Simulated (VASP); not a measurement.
# Sn4P (I4/m) in VASP: further runs

Sn4P is run at these levels: PBE; tasks: relaxation of cell and atoms.

Everything below comes from runs of VASP 6.6.1. Logs are shortened: lines on timing, memory, paths and dates and some standing lists are left out, and cuts for length are marked.

### 1 The cell of the first run

The structure is tetragonal, space group I4/m (No. 87). The conventional cell has a = 7.201 Å, b = 7.201 Å, c = 4.489 Å, α = 90.00°, β = 90.00°, γ = 90.00°. Within 4.2 Å of Sn (site symmetry m) lie 9 Sn at 3.20 to 3.22 Å and 3 P at 3.20 to 3.22 Å. Within 4.2 Å of P (site symmetry 4/m) lie 12 Sn at 3.20 to 3.22 Å.

### 2 Relaxation of cell and atoms, PBE

Input file INCAR:

```
SYSTEM = Sn4P
  PREC = Accurate
  ENCUT = 600
  EDIFF = 1E-6
  ISMEAR = 0
  SIGMA = 0.1
  LREAL = .FALSE.
  LASPH = .TRUE.
  NELM = 60
  ALGO = Normal
  ISIF = 3
  LWAVE = .FALSE.
  LCHARG = .FALSE.
  GGA = PE
  IBRION = 2
  NSW = 90
  EDIFFG = -0.04
```

Input file KPOINTS:

```
regular mesh
0
G
  4 4 4
  0 0 0
```

Input file POSCAR:

```
Sn4P
1.0
   -3.6002666300      3.6002666300      2.2445527600
    3.6002666300     -3.6002666300      2.2445527600
    3.6002666300      3.6002666300     -2.2445527600
Sn P
4 1
Direct
    0.6000000200      0.2000000000      0.8000000100
    0.8000000000      0.6000000200      0.4000000200
    0.3999999800      0.8000000000      0.1999999900
    0.2000000000      0.3999999800      0.5999999800
    0.0000000000      0.0000000000      0.0000000000
```

Potentials or basis: VASP PAW PBE potentials, release 64 (Sn_d, P).

On the command line:

```console
cat potpaw_PBE.64/Sn_d/POTCAR potpaw_PBE.64/P/POTCAR > POTCAR
mpirun -np 1 vasp_std > vasp.out
```

OUTCAR:

```text
SYSTEM = Sn4P
   PREC = Accurate
   ENCUT = 600
   EDIFF = 1E-6
   ISMEAR = 0
   LREAL = .FALSE.
   LASPH = .TRUE.
   NELM = 60
   ISIF = 3
   GGA = PE
   IBRION = 2
   NSW = 90
   EDIFFG = -0.04

 ion  position               nearest neighbor table
   1  0.600  0.200  0.800-   3 3.20   3 3.20   2 3.20   5 3.20   4 3.20   2 3.20   5 3.20   4 3.20
                             5 3.22   3 3.22   4 3.22   2 3.22
   2  0.800  0.600  0.400-   4 3.20   4 3.20   1 3.20   5 3.20   5 3.20   3 3.20   1 3.20   3 3.20
                             5 3.22   3 3.22   1 3.22   4 3.22
   3  0.400  0.800  0.200-   1 3.20   1 3.20   4 3.20   5 3.20   2 3.20   4 3.20   5 3.20   2 3.20
                             5 3.22   1 3.22   2 3.22   4 3.22
   4  0.200  0.400  0.600-   2 3.20   2 3.20   3 3.20   5 3.20   5 3.20   1 3.20   3 3.20   1 3.20
                             5 3.22   1 3.22   3 3.22   2 3.22
   5  0.000  0.000  0.000-   2 3.20   2 3.20   4 3.20   4 3.20   1 3.20   3 3.20   3 3.20   1 3.20
                             2 3.22   4 3.22   3 3.22   1 3.22

  LATTYP: Found a body centered tetragonal cell.
 ALAT       =     7.2005332600
 C/A-ratio  =     0.6234407033

  Lattice vectors:

 A1 = (  -3.6002666300,   3.6002666300,   2.2445527600)
 A2 = (   3.6002666300,  -3.6002666300,   2.2445527600)
 A3 = (   3.6002666300,   3.6002666300,  -2.2445527600)

Analysis of symmetry for initial positions (statically):
=====================================================================
 Subroutine PRICEL returns:
 Original cell was already a primitive cell.

 Routine SETGRP: Setting up the symmetry group for a
 body centered tetragonal supercell.

 Subroutine GETGRP returns: Found  8 space group operations
 (whereof  8 operations were pure point group operations)
 out of a pool of 16 trial point group operations.

The static configuration has the point symmetry C_4h.

Analysis of symmetry for dynamics (positions and initial velocities):
=====================================================================
 Subroutine PRICEL returns:
 Original cell was already a primitive cell.

 Routine SETGRP: Setting up the symmetry group for a
 body centered tetragonal supercell.

 Subroutine GETGRP returns: Found  8 space group operations
 (whereof  8 operations were pure point group operations)
 out of a pool of 16 trial point group operations.

The dynamic configuration has the point symmetry C_4h.

 Subroutine INISYM returns: Found  8 space group operations
 (whereof  8 operations are pure point group operations),
 and found     1 'primitive' translations

----------------------------------------------------------------------------------------

                                     Primitive cell

  volume of cell :     116.3749

  direct lattice vectors                    reciprocal lattice vectors
    -3.600266630  3.600266630  2.244552760     0.000000000  0.138878603  0.222761527
     3.600266630 -3.600266630  2.244552760     0.138878603  0.000000000  0.222761527
     3.600266630  3.600266630 -2.244552760     0.138878603  0.138878603  0.000000000

  length of vectors
     5.564337940  5.564337940  5.564337940     0.262507075  0.262507075  0.196404004

  position of ions in fractional coordinates (direct lattice)
     0.600000020  0.200000000  0.800000010
     0.800000000  0.600000020  0.400000020
     0.399999980  0.800000000  0.199999990
     0.200000000  0.399999980  0.599999980
     0.000000000  0.000000000  0.000000000

  ion indices of the primitive-cell ions
   primitive index   ion index
                 1           1
                 2           2
                 3           3
                 4           4
                 5           5

----------------------------------------------------------------------------------------

 KPOINTS: regular mesh

Automatic generation of k-mesh.
 Grid dimensions read from file:
 generate k-points for:    4    4    4

 Generating k-lattice:

  Cartesian coordinates                     Fractional coordinates (reciprocal lattice)
     0.000000000  0.034719651  0.055690382     0.250000000  0.000000000  0.000000000
     0.034719651  0.000000000  0.055690382     0.000000000  0.250000000  0.000000000
     0.034719651  0.034719651  0.000000000     0.000000000  0.000000000  0.250000000

  Length of vectors
     0.065626769  0.065626769  0.049101001

  Shift w.r.t. Gamma in fractional coordinates (k-lattice)
     0.000000000  0.000000000  0.000000000

 Subroutine IBZKPT returns following result:
 ===========================================

 Found     14 irreducible k-points:

 Following reciprocal coordinates:
            Coordinates               Weight
  0.000000  0.000000  0.000000      1.000000
  0.250000 -0.000000  0.000000      8.000000
  0.500000 -0.000000  0.000000      4.000000
  0.250000  0.250000  0.000000      8.000000
  0.500000  0.250000  0.000000      8.000000
 -0.250000  0.500000  0.000000      8.000000
 -0.250000  0.250000  0.000000      4.000000
  0.500000  0.500000  0.000000      2.000000
  0.250000  0.250000  0.250000      2.000000
 -0.250000  0.250000  0.250000      4.000000
  0.500000  0.500000  0.250000      4.000000
 -0.250000  0.500000  0.250000      8.000000
 -0.250000 -0.250000  0.250000      2.000000
  0.500000  0.500000  0.500000      1.000000
   k-points           NKPTS =     14   k-points in BZ     NKDIM =     14   number of bands    NBANDS=     36
   number of dos      NEDOS =    301   number of ions     NIONS =      5
   total plane-waves  NPLWV = 110592
   dimension x,y,z NGX =    48 NGY =   48 NGZ =   48
   dimension x,y,z NGXF=    96 NGYF=   96 NGZF=   96
   ions per type =               4   1
   NGX,Y,Z   is equivalent  to a cutoff of  14.34, 14.34, 14.34 a.u.
   NGXF,Y,Z  is equivalent  to a cutoff of  28.68, 28.68, 28.68 a.u.
 SYSTEM =  Sn4P
   PREC   = accura    normal or accurate (medium, high low for compatibility)
   ISTART =      0    job   : 0-new  1-cont  2-samecut
   ICHARG =      2    charge: 1-file 2-atom 10-const
   ISPIN  =      1    spin polarized calculation?
   LNONCOLLINEAR =      F non collinear calculations
   LSORBIT =      F    spin-orbit coupling
   LASPH  =      T    aspherical Exc in radial PAW
   ENCUT  =  600.0 eV  44.10 Ry    6.64 a.u.  11.11 11.11 11.11*2*pi/ulx,y,z
   NELM   =     60;   NELMIN=  2; NELMDL= -5     # of ELM steps
   EDIFF  = 0.1E-05   stopping-criterion for ELM
   LREAL  =      F    real-space projection
   EDIFFG = -.4E-01   stopping-criterion for IOM
   NSW    =     90    number of steps for IOM
   IBRION =      2    ionic relax: 0-MD 1-quasi-New 2-CG
   NFREE  =      1    steps in history (QN), initial steepest desc. (CG)
   ISIF   =      3    stress and relaxation
   ISYM   =      2    0-nonsym 1-usesym 2-fastsym
   POTIM  = 0.5000    time-step for ionic-motion
   TEBEG  =    0.0;   TEEND  =   0.0 temperature during run
   PSTRESS=    0.0 pullay stress
   NELECT =      61.0000    total number of electrons
   NUPDOWN=      -1.0000    fix difference up-down
   EMIN   =  10.00;   EMAX   =-10.00  energy-range for DOS
   EFERMI =   0.00;   METHOD = LEGACY
   ISMEAR =     0;   SIGMA  =   0.10  broadening in eV -4-tet -1-fermi 0-gaus
   EFERMI_NEDOS =   21; number of points for ismear=-14 and -15
   IALGO  =     38    algorithm
   IMIX   =      4    mixing-type and parameters
     AMIX     =   0.40;   BMIX     =  1.00
     AMIX_MAG =   1.60;   BMIX_MAG =  1.00
  volume/ion in A,a.u.               =      23.27       157.07
  Fermi-wavevector in a.u.,A,eV,Ry     =   1.319973  2.494387 23.705823  1.742329
  Thomas-Fermi vector in A             =   2.449833
   LORBIT       =      0    0 simple, 1 ext, 2 COOP (PROOUT), +10 PAW based schemes
   GGA     = PE    functional components
   LHFCALC =     F    Hartree Fock is set to
   AEXX    =    0.0000 exact exchange contribution
   IVDW    =     0    specifies the selected vdW correction
   LEPSILON=     F    determine dielectric tensor
   LRPA    =     F    only Hartree local field effects (RPA)
 conjugate gradient relaxation of ions
 non-spin polarized calculation
 Gauss-broadening in eV      SIGMA  =   0.10
  energy-cutoff  :      600.00
  volume of cell :      116.37
 maximum number of plane-waves:      3908
 NGX is ok and might be reduce to    48
   NGX = 23   NGY = 23   NGZ = 23

--------------------------------------- Ionic step        1  -------------------------------------------

 number of electron      61.0000001 magnetization

 Free energy of the ion-electron system (eV)
  ---------------------------------------------------
  ext. energy  EPLUGINS =         0.00000000
  ---------------------------------------------------
  free energy    TOTEN  =       -19.23765059 eV

  energy without entropy =      -19.22089390  energy(sigma->0) =      -19.22927224

------------------------ aborting loop because EDIFF is reached ----------------------------------------

  FORCE on cell =-STRESS in cart. coord.  units (eV):
  Direction    XX          YY          ZZ          XY          YZ          ZX
  --------------------------------------------------------------------------------------
  -------------------------------------------------------------------------------------
  Total        4.5956293      4.5956293      3.4513231     -0.0000001      0.0000000      0.0000000
  in kB       63.2697957     63.2697957     47.5156916     -0.0000008      0.0000000      0.0000000
  external PRESSURE =      58.0184276 kB  Pullay stress =       0.0000000 kB
[... 98 lines left out ...]
  FREE ENERGIE OF THE ION-ELECTRON SYSTEM (eV)
  ---------------------------------------------------
  free  energy   TOTEN  =       -19.4541157852 eV

  energy  without entropy=      -19.4392318679  energy(sigma->0) =      -19.44667383

[... ionic steps 4 to 33 ...]

--------------------------------------- Ionic step       34  -------------------------------------------

 number of electron      61.0000002 magnetization

------------------------ aborting loop because EDIFF is reached ----------------------------------------

  FORCE on cell =-STRESS in cart. coord.  units (eV):
  Direction    XX          YY          ZZ          XY          YZ          ZX
  --------------------------------------------------------------------------------------
  -------------------------------------------------------------------------------------
  Total        0.1880183      0.1880183      0.2874559      0.0000003      0.0000000     -0.0000000
  in kB        2.3946657      2.3946657      3.6611364      0.0000037      0.0000000     -0.0000000
  external PRESSURE =       2.8168226 kB  Pullay stress =       0.0000000 kB
[... 63 lines left out ...]
  energy  without entropy=      -20.3673529764  energy(sigma->0) =      -20.37524666

--------------------------------------- Ionic step       36  -------------------------------------------

 number of electron      61.0000004 magnetization

 Free energy of the ion-electron system (eV)
  ---------------------------------------------------
  ext. energy  EPLUGINS =         0.00000000
  ---------------------------------------------------
  free energy    TOTEN  =       -20.38365084 eV

  energy without entropy =      -20.36763978  energy(sigma->0) =      -20.37564531

 E-fermi :   8.0295     XC(G=0): -10.3540

 val. band max:        8.0170450187   @ k =   0.2500  -0.0000   0.0000
 cond. band min:       8.0510446811   @ k =   0.5000   0.5000   0.2500
 fundamental gap:      0.0339996624
 Fermi energy:         8.0295327268

 k-point     1 :       0.0000    0.0000    0.0000
  band No.  band energies     occupation
      1     -13.6516      2.00000
      2     -13.6516      2.00000
      3     -13.6484      2.00000
      4     -13.6252      2.00000
      5     -13.6174      2.00000
      6     -13.6152      2.00000
[... 567 lines left out ...]
  FREE ENERGIE OF THE ION-ELECTRON SYSTEM (eV)
  ---------------------------------------------------
  free  energy   TOTEN  =       -20.3836508404 eV

  energy  without entropy=      -20.3676397765  energy(sigma->0) =      -20.37564531

 reached required accuracy - stopping structural energy minimisation
```

Run time: 19 min. Hardware: 1 thread of Intel Xeon 6975P-C (Granite Rapids), shared host; peak memory 0.37 GiB.

Results:

- Free energy: -20.3837 eV
- Relaxed volume: 25.32 Å³/atom
- Relaxed cell: a = 6.116 Å, b = 6.116 Å, c = 6.116 Å, α = 95.34°, β = 95.34°, γ = 144.47°
- Space group after relaxing (to 0.05 Å): I4/m (No. 87)
- Energy gained by relaxing: 229.2 meV/atom
- Ionic steps: 36
- Pressure after relaxing: 0.0 GPa
- Largest force after relaxing: 0.026 eV/Å

Forces in eV/Å, atoms in the order of the input:
```
Sn   0.009 -0.025  0.000
Sn  -0.025 -0.009  0.000
Sn  -0.009  0.025  0.000
Sn   0.025  0.009  0.000
P    0.000  0.000  0.000
```

Step by step:
| step | energy change (eV) | largest force (eV/Å) | pressure (GPa) | volume (Å³) |
| --- | --- | --- | --- | --- |
| 1 | 0.0000 | 0.4383 | 5.80 | 116.37 |
| 2 | -0.2071 | 0.2717 | -1.38 | 131.15 |
| 3 | -0.2165 | 0.2960 | -0.31 | 128.30 |
| 4 | -0.2398 | 0.2709 | -0.23 | 128.03 |
| 5 | -0.3007 | 0.2362 | 0.03 | 127.19 |
| 6 | -0.4238 | 0.3249 | 0.94 | 125.27 |
| 7 | -0.6463 | 0.8373 | 5.35 | 120.49 |
| 8 | -0.6439 | 0.6261 | 3.76 | 121.71 |
| 9 | -0.6515 | 0.7353 | 4.58 | 121.06 |
| 10 | -0.6556 | 0.7429 | 4.65 | 121.09 |
| 11 | -0.6672 | 0.7665 | 4.76 | 121.17 |
| 12 | -0.6869 | 0.8174 | 4.97 | 121.32 |
| 13 | -0.6995 | 0.9249 | 5.34 | 121.58 |
| 14 | -0.7214 | 0.8971 | 5.05 | 122.01 |
| 15 | -0.7811 | 0.8173 | 4.23 | 123.30 |
| 16 | -0.8743 | 0.6718 | 2.74 | 125.89 |
| 17 | -0.9671 | 0.4371 | 0.20 | 131.14 |
| 18 | -0.9730 | 0.3813 | -0.49 | 132.77 |
| 19 | -0.9788 | 0.3764 | -0.45 | 132.54 |
| 20 | -0.9953 | 0.3593 | -0.31 | 131.85 |
| 21 | -1.0230 | 0.3233 | -0.01 | 130.46 |
| 22 | -1.0571 | 0.2529 | 0.68 | 127.72 |
| 23 | -1.0429 | 0.1500 | 2.36 | 122.31 |
| 24 | -1.0637 | 0.2107 | 1.28 | 125.62 |
| 25 | -1.0780 | 0.1811 | 0.98 | 126.04 |
| 26 | -1.1077 | 0.1303 | 0.12 | 127.31 |
| 27 | -1.1142 | 0.2073 | -1.49 | 129.86 |
| 28 | -1.1195 | 0.1552 | -0.89 | 128.83 |
| 29 | -1.1342 | 0.1186 | -0.56 | 127.77 |
| 30 | -1.1417 | 0.0733 | 0.00 | 126.17 |
| 31 | -1.1419 | 0.0788 | -0.06 | 126.38 |
| 32 | -1.1432 | 0.0636 | 0.02 | 126.21 |
| 33 | -1.1444 | 0.0407 | 0.21 | 125.91 |
| 34 | -1.1445 | 0.0328 | 0.28 | 125.80 |
| 35 | -1.1455 | 0.0294 | 0.16 | 126.23 |
| 36 | -1.1460 | 0.0262 | 0.04 | 126.61 |

Final structure:
```
Sn P
1.0
    -4.11864    4.11864    1.86590
     4.11864   -4.11864    1.86590
     4.11864    4.11864   -1.86590
Sn P
4 1
Direct
  0.57070 0.23356 0.80427
  0.76644 0.57070 0.33714
  0.42930 0.76644 0.19573
  0.23356 0.42930 0.66286
  0.00000 0.00000 0.00000
```

Caveat: the k points lie up to 0.46 Å⁻¹ apart in the final cell; spin-orbit coupling is left out, which moves the levels of the heavy elements.

### 3 Relaxation of cell and atoms, PBE

This run uses another cell than the first one, of 25.24 Å³/atom, 1.084 times its volume.

Input file INCAR:

```
  PREC = Accurate
  ENCUT = 600
  EDIFF = 1E-6
  ISMEAR = 0
  SIGMA = 0.1
  LREAL = False
  LASPH = True
  NELM = 80
  ALGO = Normal
  ISIF = 3
  LWAVE = False
  LCHARG = False
  GGA = PE
  IBRION = 2
  NSW = 90
  EDIFFG = -0.04
```

Input file KPOINTS:

```
regular mesh
0
Gamma
  6 6 6
```

Input file POSCAR:

```
Sn4P
1.0
   -4.1050482929      4.1050482929      1.8722189721
    4.1050482929     -4.1050482929      1.8722189721
    4.1050482929      4.1050482929     -1.8722189721
Sn P
4 1
Direct
    0.4322044613      0.2329629852      0.6651674465
    0.2329629852      0.5677955387      0.8007585239
    0.5677955387      0.7670370148      0.3348325535
    0.7670370148      0.4322044613      0.1992414761
    0.0000000000      0.0000000000      0.0000000000
```

Potentials or basis: VASP PAW PBE potentials, release 64 (Sn_d, P).

On the command line:

```console
cat potpaw_PBE.64/Sn_d/POTCAR potpaw_PBE.64/P/POTCAR > POTCAR
mpirun -np 1 vasp_std > vasp.out
```

Wall time 6.4 min (1 thread of Intel Xeon 6975P-C (Granite Rapids), shared host); peak memory 0.43 GiB.

The run converged. Its results:

```
Free energy                            : -20.2042 eV
Relaxed volume                         : 25.53 Å³/atom
Relaxed cell                           : a = 6.114 Å, b = 6.114 Å, c = 6.114 Å, α = 95.47°, β = 95.47°, γ = 144.04°
Space group after relaxing (to 0.05 Å) : I4/m (No. 87)
Energy gained by relaxing              : 1.1 meV/atom
Ionic steps                            : 4
Pressure after relaxing                : -0.1 GPa
Largest force after relaxing           : 0.040 eV/Å
```

Forces on the atoms (eV/Å):
```
Sn  -0.039  0.008  0.000
Sn  -0.008 -0.039  0.000
Sn   0.039 -0.008  0.000
Sn   0.008  0.039  0.000
P    0.000  0.000  0.000
```

Stress tensor (GPa, compression positive):
```
-0.18  0.00  0.00
 0.00 -0.18  0.00
 0.00  0.00  0.01
```

The path:
| step | energy change (eV) | largest force (eV/Å) | pressure (GPa) | volume (Å³) |
| --- | --- | --- | --- | --- |
| 1 | 0.0000 | 0.1036 | 0.60 | 126.20 |
| 2 | -0.0044 | 0.0428 | -0.20 | 127.93 |
| 3 | -0.0044 | 0.0487 | -0.15 | 127.80 |
| 4 | -0.0055 | 0.0397 | -0.12 | 127.63 |

Final structure:
```
Sn P
1.0
    -4.11184    4.11184    1.88715
     4.11184   -4.11184    1.88715
     4.11184    4.11184   -1.88715
Sn P
4 1
Cartesian
  1.9081 3.5544 0.0000
  4.6693 1.9081 0.0000
  2.2037 0.5574 1.8871
  -0.5574 2.2037 1.8871
  0.0000 0.0000 0.0000
```

Levels at points of the mesh, in eV from the Fermi level:
| k point | band 26 | band 27 | band 28 | band 29 | band 30 | band 31 | band 32 | band 33 | band 34 | band 35 |
| --- | --- | --- | --- | --- | --- | --- | --- | --- | --- | --- |
| (0.00, 0.00, 0.00) | -2.47 | -2.42 | -2.42 | -1.60 | -1.48 | 1.84 | 1.95 | 1.95 | 2.04 | 2.04 |
| (0.50, 0.00, 0.00) | -4.67 | -3.67 | -2.44 | -2.18 | -1.37 | -1.15 | -0.02 | 1.11 | 1.44 | 2.23 |
| (0.50, 0.50, 0.00) | -4.23 | -1.70 | -1.66 | -1.55 | 0.78 | 1.01 | 1.20 | 3.04 | 3.17 | 3.52 |
| (0.50, 0.50, 0.50) | -2.02 | -1.52 | -1.52 | 0.31 | 0.88 | 0.88 | 0.89 | 2.34 | 2.64 | 3.10 |

Caveat: spin-orbit coupling is left out, which moves the levels of the heavy elements.
